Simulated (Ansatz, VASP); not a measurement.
## Si: VASP beside Ansatz

```
Si
1.0
     7.18942   -2.00111    0.08153
     7.18942    2.00111    0.08153
    -0.70299    0.00000    5.87718
Si
8
Direct
  0.01692 0.09440 0.87412
  0.90560 0.98308 0.12588
  0.51631 0.60215 0.65363
  0.39785 0.48369 0.34637
  0.32120 0.10459 0.05707
  0.89541 0.67880 0.94293
  0.70038 0.75367 0.58560
  0.24633 0.29962 0.41440
```

Change from the starting cell: mode 4 frozen in at -0.419 Å, strain +e along z and -e/2 along x and y -0.0700.

Alike in both runs: task single point; functional PBE; k mesh 10 × 10 × 6; occupations gaussian, width 0.03 eV; no spin polarisation.

|  | VASP | Ansatz |
| --- | --- | --- |
| version | VASP 6.6.1 | Ansatz 0.2.0 |
| potentials or method | VASP PAW PBE potentials, release 64 (Si), cutoff 520 eV | scalar-relativistic, plane waves, PAW |
| valence electrons in the cell | 32 | 32 |

```tsv
	VASP	Ansatz	Ansatz less VASP
gap on the k mesh at the Fermi level (eV)	0.09	0.09	+0.001
least direct gap on the mesh (eV)	0.44	0.44	+0.003
pressure (GPa)	-0.7	-0.6	+0.06
traceless stress, the component that is largest in VASP (GPa)	8.45	8.44	-0.013
rms of the force components (eV/Å)	0.460	0.461	+0.0012
```

Atom by atom the forces differ by 0.003 eV/Å (rms over components). The functional is the same, so the differences come from potentials, cutoffs and numerics.
